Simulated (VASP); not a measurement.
PdI:

```
Pd I
1.0
     3.87692    0.00000    0.00000
     0.00000    3.87692    0.00000
     0.00000    0.00000    3.87692
Pd I
1 1
Direct
  0.00000 0.00000 0.00000
  0.50000 0.50000 0.50000
```

- Program: VASP 6.6.1
- Task: relaxation of cell and atoms
- Functional: PBE
- Potentials or basis: VASP PAW PBE potentials, release 64 (Pd, I)
- Cutoff: 500 eV
- k mesh: 4 × 4 × 4
- Occupations: gaussian, width 0.1 eV
- Spin: no spin polarisation

At the start: pressure -7.4 GPa; volume 29.14 Å³/atom.

Question: Where does the relaxation end?

Answer: Over 3 steps the energy falls by 190.8 meV/atom and the volume is 22.96 Å³/atom (-21.2 %); space group Pm-3m (No. 221, to 0.05 Å).

The path:
| step | energy change (eV) | largest force (eV/Å) | pressure (GPa) | volume (Å³) |
| --- | --- | --- | --- | --- |
| 1 | 0.0000 | 0.0000 | -7.44 | 58.27 |
| 2 | -0.3697 | 0.0000 | -2.10 | 47.59 |
| 3 | -0.3816 | 0.0000 | -0.09 | 45.92 |

Final structure:
```
Pd I
1.0
     3.58093    0.00000    0.00000
     0.00000    3.58093    0.00000
     0.00000    0.00000    3.58093
Pd I
1 1
Direct
  0.00000 0.00000 0.00000
  0.50000 0.50000 0.50000
```

Caveat: the k points lie up to 0.44 Å⁻¹ apart in the final cell; the volume moved by over 15 % at a fixed basis, so the end points are rough; an odd number of electrons without spin polarisation forces a metal; a magnetic or distorted state may lie lower.
